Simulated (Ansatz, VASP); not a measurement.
# Al3BN2 in VASP and in Ansatz

```
Al B N
1.0
     4.40484    0.00000    0.00000
     0.00000    4.40484    0.00000
     0.00000    0.00000    8.15627
Al B N
6 2 4
Direct
  0.50000 0.50000 0.00000
  0.00000 0.00000 0.50000
  0.00000 0.50000 0.75000
  0.50000 0.00000 0.75000
  0.50000 0.00000 0.25000
  0.00000 0.50000 0.25000
  0.00000 0.00000 0.00000
  0.50000 0.50000 0.50000
  0.78545 0.78545 0.00000
  0.21455 0.21455 0.00000
  0.71455 0.28545 0.50000
  0.28545 0.71455 0.50000
```

Alike in both runs: functional PBE; k mesh 3 × 3 × 2; occupations gaussian, width 0.15 eV; no spin polarisation.

Ansatz relaxed the structure, and its values are those at the end. VASP's run is a single point on that final structure, the one shown.

|  | VASP | Ansatz |
| --- | --- | --- |
| version | VASP 6.6.1 | Ansatz 0.2.0 |
| potentials or method | VASP PAW PBE potentials, release 64 (Al, B, N), cutoff 600 eV | scalar-relativistic, plane waves, PAW |
| valence electrons in the cell | 44 | 44 |

|  | VASP | Ansatz | Ansatz less VASP |
| --- | --- | --- | --- |
| gap on the k mesh at the Fermi level (eV) | none | none | - |
| pressure (GPa) | -0.2 | -0.1 | +0.19 |
| rms of the force components (eV/Å) | 0.011 | 0.005 | -0.0053 |

A gap of «none» marks a metal or a gap that the smearing closes.

The k mesh is coarse, so the values compare programs but aren't converged.
